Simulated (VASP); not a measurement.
# SnSe (F-43m) in VASP: a series of runs

SnSe is run at these levels: PBE0, B3LYP, PBE; tasks: relaxation of cell and atoms, single point.

Everything below comes from runs of VASP 6.6.1. Logs are shortened: lines on timing, memory, paths and dates and some standing lists are left out, and cuts for length are marked.

## Step 1: The cell of the first run

The structure is cubic, space group F-43m (No. 216). Conventional cell: a = 6.782 Å, b = 6.782 Å, c = 6.782 Å, α = 90.00°, β = 90.00°, γ = 90.00°. Within 3.9 Å of Sn (site symmetry -43m) lie 4 Se at 2.94 Å. Within 3.9 Å of Se (site symmetry -43m) lie 4 Sn at 2.94 Å.

## Step 2: Relaxation of cell and atoms, PBE0

POSCAR reads:

```
SnSe
1.0
    0.0000000000      3.3908400000      3.3908400000
    3.3908400000      0.0000000000      3.3908400000
    3.3908400000      3.3908400000      0.0000000000
Sn Se
1 1
Direct
    0.0000000000      0.0000000000      0.0000000000
    0.7500000000      0.7500000000      0.7500000000
```

INCAR.step1 reads:

```
SYSTEM = SnSe
  PREC = Accurate
  ENCUT = 600
  EDIFF = 1E-5
  ISMEAR = -1
  SIGMA = 0.05
  LREAL = .False.
  LASPH = .True.
  NELM = 100
  ALGO = Normal
  LWAVE = .True.
  LCHARG = .False.
  GGA = PE
  NBANDS = 17
```

INCAR.step2 reads:

```
SYSTEM = SnSe
  PREC = Accurate
  ENCUT = 600
  EDIFF = 1E-6
  ISMEAR = -1
  SIGMA = 0.05
  LREAL = .False.
  LASPH = .True.
  NELM = 100
  ALGO = Normal
  ISIF = 3
  LWAVE = .False.
  LCHARG = .False.
  GGA = PE
  LHFCALC = .True.
  AEXX = 0.25
  PRECFOCK = Normal
  IBRION = 2
  NSW = 60
  EDIFFG = -0.01
  ISTART = 1
```

KPOINTS reads:

```
regular mesh
0
Gamma
  4 4 4
  0 0 0
```

Potentials or basis: VASP PAW PBE potentials, release 64 (Sn_d, Se).

Command:

```
> cat potpaw_PBE.64/Sn_d/POTCAR potpaw_PBE.64/Se/POTCAR > POTCAR
> cp INCAR.step1 INCAR
> mpirun -np 1 vasp_std > vasp.out
> cp INCAR.step2 INCAR
> mpirun -np 1 vasp_std > vasp.out
```

OUTCAR:

```text
SYSTEM = SnSe
   PREC = Accurate
   ENCUT = 600
   EDIFF = 1E-6
   ISMEAR = -1
   LREAL = .False.
   LASPH = .True.
   NELM = 100
   ISIF = 3
   GGA = PE
   LHFCALC = .True.
   AEXX = 0.25
   PRECFOCK = Normal
   IBRION = 2
   NSW = 60
   EDIFFG = -0.01
   ISTART = 1

 ion  position               nearest neighbor table
   1  0.000  0.000  0.000-   2 2.94   2 2.94   2 2.94   2 2.94
   2  0.750  0.750  0.750-   1 2.94   1 2.94   1 2.94   1 2.94

  LATTYP: Found a face centered cubic cell.
 ALAT       =     6.7816800000

  Lattice vectors:

 A1 = (   0.0000000000,   3.3908400000,   3.3908400000)
 A2 = (   3.3908400000,   0.0000000000,   3.3908400000)
 A3 = (   3.3908400000,   3.3908400000,   0.0000000000)

Analysis of symmetry for initial positions (statically):
=====================================================================
 Subroutine PRICEL returns:
 Original cell was already a primitive cell.

 Routine SETGRP: Setting up the symmetry group for a
 face centered cubic supercell.

 Subroutine GETGRP returns: Found 24 space group operations
 (whereof 24 operations were pure point group operations)
 out of a pool of 48 trial point group operations.

The static configuration has the point symmetry T_d .

Analysis of symmetry for dynamics (positions and initial velocities):
=====================================================================
 Subroutine PRICEL returns:
 Original cell was already a primitive cell.

 Routine SETGRP: Setting up the symmetry group for a
 face centered cubic supercell.

 Subroutine GETGRP returns: Found 24 space group operations
 (whereof 24 operations were pure point group operations)
 out of a pool of 48 trial point group operations.

The dynamic configuration has the point symmetry T_d .

 Subroutine INISYM returns: Found 24 space group operations
 (whereof 24 operations are pure point group operations),
 and found     1 'primitive' translations

----------------------------------------------------------------------------------------

                                     Primitive cell

  volume of cell :      77.9744

  direct lattice vectors                    reciprocal lattice vectors
     0.000000000  3.390840000  3.390840000    -0.147456088  0.147456088  0.147456088
     3.390840000  0.000000000  3.390840000     0.147456088 -0.147456088  0.147456088
     3.390840000  3.390840000  0.000000000     0.147456088  0.147456088 -0.147456088

  length of vectors
     4.795371916  4.795371916  4.795371916     0.255401436  0.255401436  0.255401436

  position of ions in fractional coordinates (direct lattice)
     0.000000000  0.000000000  0.000000000
     0.750000000  0.750000000  0.750000000

  ion indices of the primitive-cell ions
   primitive index   ion index
                 1           1
                 2           2

----------------------------------------------------------------------------------------

 KPOINTS: regular mesh

Automatic generation of k-mesh.
 Grid dimensions read from file:
 generate k-points for:    4    4    4

 Generating k-lattice:

  Cartesian coordinates                     Fractional coordinates (reciprocal lattice)
    -0.036864022  0.036864022  0.036864022     0.250000000  0.000000000  0.000000000
     0.036864022 -0.036864022  0.036864022     0.000000000  0.250000000  0.000000000
     0.036864022  0.036864022 -0.036864022     0.000000000  0.000000000  0.250000000

  Length of vectors
     0.063850359  0.063850359  0.063850359

  Shift w.r.t. Gamma in fractional coordinates (k-lattice)
     0.000000000  0.000000000  0.000000000

 Subroutine IBZKPT returns following result:
 ===========================================

 Found      8 irreducible k-points:

 Following reciprocal coordinates:
            Coordinates               Weight
  0.000000  0.000000  0.000000      1.000000
  0.250000  0.000000  0.000000      8.000000
  0.500000  0.000000  0.000000      4.000000
  0.250000  0.250000  0.000000      6.000000
  0.500000  0.250000  0.000000     24.000000
 -0.250000  0.250000  0.000000     12.000000
  0.500000  0.500000  0.000000      3.000000
 -0.250000  0.500000  0.250000      6.000000
   k-points           NKPTS =      8   k-points in BZ     NKDIM =     64   number of bands    NBANDS=     14
   number of dos      NEDOS =    301   number of ions     NIONS =      2
   total plane-waves  NPLWV =  64000
   dimension x,y,z NGX =    40 NGY =   40 NGZ =   40
   dimension x,y,z NGXF=    80 NGYF=   80 NGZF=   80
   ions per type =               1   1
   NGX,Y,Z   is equivalent  to a cutoff of  13.87, 13.87, 13.87 a.u.
   NGXF,Y,Z  is equivalent  to a cutoff of  27.73, 27.73, 27.73 a.u.
 SYSTEM =  SnSe
   PREC   = accura    normal or accurate (medium, high low for compatibility)
   ISTART =      1    job   : 0-new  1-cont  2-samecut
   ICHARG =      0    charge: 1-file 2-atom 10-const
   ISPIN  =      1    spin polarized calculation?
   LNONCOLLINEAR =      F non collinear calculations
   LSORBIT =      F    spin-orbit coupling
   LASPH  =      T    aspherical Exc in radial PAW
   ENCUT  =  600.0 eV  44.10 Ry    6.64 a.u.   9.58  9.58  9.58*2*pi/ulx,y,z
   NELM   =    100;   NELMIN=  2; NELMDL=  0     # of ELM steps
   EDIFF  = 0.1E-05   stopping-criterion for ELM
   LREAL  =      F    real-space projection
   EDIFFG = -.1E-01   stopping-criterion for IOM
   NSW    =     60    number of steps for IOM
   IBRION =      2    ionic relax: 0-MD 1-quasi-New 2-CG
   NFREE  =      1    steps in history (QN), initial steepest desc. (CG)
   ISIF   =      3    stress and relaxation
   ISYM   =      3    0-nonsym 1-usesym 2-fastsym
   POTIM  = 0.5000    time-step for ionic-motion
   TEBEG  =    0.0;   TEEND  =   0.0 temperature during run
   PSTRESS=    0.0 pullay stress
   NELECT =      20.0000    total number of electrons
   NUPDOWN=      -1.0000    fix difference up-down
   EMIN   =  10.00;   EMAX   =-10.00  energy-range for DOS
   EFERMI =   0.00;   METHOD = LEGACY
   ISMEAR =    -1;   SIGMA  =   0.05  broadening in eV -4-tet -1-fermi 0-gaus
   EFERMI_NEDOS =   21; number of points for ismear=-14 and -15
   IALGO  =     38    algorithm
   IMIX   =      1    mixing-type and parameters
     AMIX     =   0.40;   BMIX     =  1.00
     AMIX_MAG =   1.60;   BMIX_MAG =  1.00
  volume/ion in A,a.u.               =      38.99       263.10
  Fermi-wavevector in a.u.,A,eV,Ry     =   1.040162  1.965621 14.720638  1.081936
  Thomas-Fermi vector in A             =   2.174725
   LORBIT       =      0    0 simple, 1 ext, 2 COOP (PROOUT), +10 PAW based schemes
   GGA     = PE    functional components
   LHFCALC =     T    Hartree Fock is set to
   PRECFOCK=normal    Normal, Fast or Accurate (Low or Medium for compatibility)
   ENCUT4O =  -1.0   cutoff for four orbital integrals eV
   NKREDX  =     1    reduce k-point grid by
   NKREDY  =     1    reduce k-point grid by
   NKREDZ  =     1    reduce k-point grid by
   AEXX    =    0.2500 exact exchange contribution
   HFSCREEN=    0.0000 screening length (either q_TF or 0.3 A-1)
   HFSCREENC=   0.0000 screening length for correlation (either q_TF or 0.3 A-1)
   ENCUTFOCK=  -1.0 apply spherical cutoff to Coloumb kernel
   IVDW    =     0    specifies the selected vdW correction
   LEPSILON=     F    determine dielectric tensor
   LRPA    =     F    only Hartree local field effects (RPA)
 conjugate gradient relaxation of ions
 non-spin polarized calculation
  energy-cutoff  :      600.00
  volume of cell :       77.97
 maximum number of plane-waves:      2637
 NGX is ok and might be reduce to    40
  NGX = 30; NGY = 30; NGZ = 30

--------------------------------------- Ionic step        1  -------------------------------------------

 number of electron      20.0000003 magnetization

 Free energy of the ion-electron system (eV)
  ---------------------------------------------------
  ext. energy  EPLUGINS =         0.00000000
  ---------------------------------------------------
  free energy    TOTEN  =       -10.22767709 eV

  energy without entropy =      -10.22767268  energy(sigma->0) =      -10.22767489

------------------------ aborting loop because EDIFF is reached ----------------------------------------

  FORCE on cell =-STRESS in cart. coord.  units (eV):
  Direction    XX          YY          ZZ          XY          YZ          ZX
  --------------------------------------------------------------------------------------
  -------------------------------------------------------------------------------------
  Total       -0.3707563     -0.3707563     -0.3707563     -0.0000000     -0.0000000     -0.0000000
  in kB       -7.6181089     -7.6181089     -7.6181089     -0.0000000     -0.0000000     -0.0000000
  external PRESSURE =      -7.6181089 kB  Pullay stress =       0.0000000 kB
[... 57 lines left out ...]
  energy  without entropy=      -10.2320308045  energy(sigma->0) =      -10.23203636

--------------------------------------- Ionic step        3  -------------------------------------------

 number of electron      20.0000000 magnetization

 Free energy of the ion-electron system (eV)
  ---------------------------------------------------
  ext. energy  EPLUGINS =         0.00000000
  ---------------------------------------------------
  free energy    TOTEN  =       -10.23213107 eV

  energy without entropy =      -10.23212117  energy(sigma->0) =      -10.23212612

 E-fermi :   2.9909     XC(G=0):  -6.2134

 val. band max:        2.4957439696   @ k =  -0.2500   0.5000   0.2500
 cond. band min:       3.4513579505   @ k =   0.5000   0.5000   0.0000
 fundamental gap:      0.9556139808
 Fermi energy:         2.9908780863

 k-point     1 :       0.0000    0.0000    0.0000
  band No.  band energies     occupation
      1     -21.6874      2.00000
      2     -21.6874      2.00000
      3     -21.6874      2.00000
      4     -21.6706      2.00000
      5     -21.6706      2.00000
      6     -12.3357      2.00000
      7      -3.3500      2.00000
      8      -0.2418      2.00000
      9      -0.2418      2.00000
     10      -0.2418      2.00000
     11       5.0607      0.00000
     12       5.0607      0.00000
     13       5.0607      0.00000
     14       8.4138      0.00000
[... 146 lines left out ...]
  FREE ENERGIE OF THE ION-ELECTRON SYSTEM (eV)
  ---------------------------------------------------
  free  energy   TOTEN  =       -10.2321310735 eV

  energy  without entropy=      -10.2321211690  energy(sigma->0) =      -10.23212612

 reached required accuracy - stopping structural energy minimisation
```

It took 47 min on 1 thread of Intel Xeon Platinum 8488C (Sapphire Rapids), shared host; peak memory 0.28 GiB.

Results:

```yaml
Free_energy: -10.2321 eV
Relaxed_volume: 38.08 Å³/atom
Relaxed_cell: a = 4.758 Å, b = 4.758 Å, c = 4.758 Å, α = 60.00°, β = 60.00°, γ = 60.00°
Space_group_after_relaxing_to_0.05_Å: F-43m (No. 216)
Energy_gained_by_relaxing: 2.2 meV/atom
Ionic_steps: 3
Pressure_after_relaxing: 0.0 GPa
Band_gap_on_the_k_mesh: 0.96 eV, indirect (least direct gap 1.72 eV)
```

The path:
| step | energy change (eV) | largest force (eV/Å) | pressure (GPa) | volume (Å³) |
| --- | --- | --- | --- | --- |
| 1 | 0.0000 | 0.0000 | -0.76 | 77.97 |
| 2 | -0.0044 | 0.0000 | 0.12 | 75.90 |
| 3 | -0.0045 | 0.0000 | -0.01 | 76.16 |

Final structure:
```yaml
crystal:
  lattice:
    - [0.00000, 3.36436, 3.36436]
    - [3.36436, 0.00000, 3.36436]
    - [3.36436, 3.36436, 0.00000]
  atoms:
    - { symbol: Sn, position: [0.00000, 0.00000, 0.00000] }
    - { symbol: Se, position: [0.75000, 0.75000, 0.75000] }
```

Caveat: the PAW data sets were made with another functional, which shifts forces and pressure a little; spin-orbit coupling is left out, which moves the levels of the heavy elements. A k mesh can miss the band edges.

(Part 1 of 2 ends here.)
